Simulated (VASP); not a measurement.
## KTaO3: single point with PBE

The system is KTaO3.

```xyz
5
Lattice="4.0244 0.0000 0.0000 0.0000 4.0244 0.0000 0.0000 0.0000 4.0244" Properties=species:S:1:pos:R:3 pbc="T T T"
K     2.0122    2.0122    2.0122
Ta    0.0000    0.0000    0.0000
O     0.0000    2.0122    0.0000
O     0.0000    0.0000    2.0122
O     2.0122    0.0000    0.0000
```

* Program: VASP 6.6.1
* Task: single point
* Functional: PBE
* Potentials or basis: VASP PAW PBE potentials, release 64 (K_sv, Ta_pv, O)
* Cutoff: 520 eV
* k mesh: 8 × 8 × 8
* Occupations: gaussian, width 0.02 eV
* Spin: no spin polarisation

```
Pressure               : 0.6 GPa
Band gap on the k mesh : 2.12 eV, indirect (least direct gap 2.75 eV)
```

Levels at points of the mesh, in eV from the valence-band top:
| k point | band 16 | band 17 | band 18 | band 19 | band 20 | band 21 | band 22 | band 23 |
| --- | --- | --- | --- | --- | --- | --- | --- | --- |
| (0.00, 0.00, 0.00) | -1.02 | -0.63 | -0.63 | -0.63 | 2.12 | 2.12 | 2.12 | 6.41 |
| (0.50, 0.00, 0.00) | -2.08 | -1.45 | -0.85 | -0.85 | 2.26 | 4.84 | 4.84 | 6.49 |
| (0.50, 0.50, 0.00) | -1.70 | -1.40 | -1.40 | -0.04 | 4.88 | 4.88 | 6.11 | 7.32 |
| (0.50, 0.50, 0.50) | -3.82 | 0.00 | 0.00 | 0.00 | 6.23 | 6.23 | 6.23 | 8.84 |

It took 48 s on 1 thread of Intel(R) Xeon(R) Platinum 8259CL CPU @ 2.50GHz (Skylake/Cascade Lake) (shared host), peak memory 0.2 GiB.

Caveat: spin-orbit coupling is left out, which moves the levels of the heavy elements. A k mesh can miss the band edges.
